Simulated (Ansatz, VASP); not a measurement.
Two plane-wave programs on LiH

INCAR

```
PREC     = Accurate       # precision mode
ENCUT    = 750            # plane-wave cutoff, eV
EDIFF    = 1E-6           # SCF threshold, eV
ISMEAR   = 0              # smearing method
SIGMA    = 0.02           # smearing width, eV
LREAL    = False          # projectors in reciprocal space
LASPH    = True           # aspherical terms in the spheres
NELM     = 120            # most SCF steps
ALGO     = Normal         # electronic algorithm
ISIF     = 2              # what is computed and relaxed
LWAVE    = False          # write WAVECAR
LCHARG   = False          # write CHGCAR
GGA      = PE             # functional
NBANDS   = 9              # bands
GGA_COMPAT= False
```

Contents of KPOINTS:

```
Automatic mesh
0
Gamma
  8 8 8
```

File POSCAR:

```
LiH
1.0
    0.0000000000      2.0367500000      2.0367500000
    2.0367500000      0.0000000000      2.0367500000
    2.0367500000      2.0367500000      0.0000000000
Li H
1 1
Direct
    0.0000000000      0.0000000000      0.0000000000
    0.5000000000      0.5000000000      0.5000000000
```

Input for Ansatz:

```yaml
crystal:
  lattice:
    - [0.0, 2.03675, 2.03675]
    - [2.03675, 0.0, 2.03675]
    - [2.03675, 2.03675, 0.0]
  atoms:
    - { symbol: Li, position: [0.0, 0.0, 0.0] }
    - { symbol: H, position: [0.5, 0.5, 0.5] }
basis:
  ecutwfc: 420
kpoints:
  mp_grid: { grid: [8, 8, 8] }
hamiltonian:
  xc: pbe
  pseudopotentials: { kind: paw }
scf:
  occupations: { method: gaussian, width: 0.02 }
output:
  forces: true
  stress: true
  eigenvalues: true
```

Alike in both runs: task single point; functional PBE; k mesh 8 × 8 × 8; occupations gaussian, width 0.02 eV; no spin polarisation.

|  | VASP | Ansatz |
| --- | --- | --- |
| version | VASP 6.6.1 | Ansatz 0.2.0 |
| potentials or method | VASP PAW PBE potentials, release 64 (Li_sv, H), cutoff 750 eV | scalar-relativistic, plane waves, PAW |
| valence electrons in the cell | 4 | 4 |

```tsv
	VASP	Ansatz	Ansatz less VASP
gap on the k mesh at the Fermi level (eV)	3.01	3.02	+0.005
least direct gap on the mesh (eV)	3.01	3.02	+0.005
pressure (GPa)	-1.8	-1.7	+0.17
```
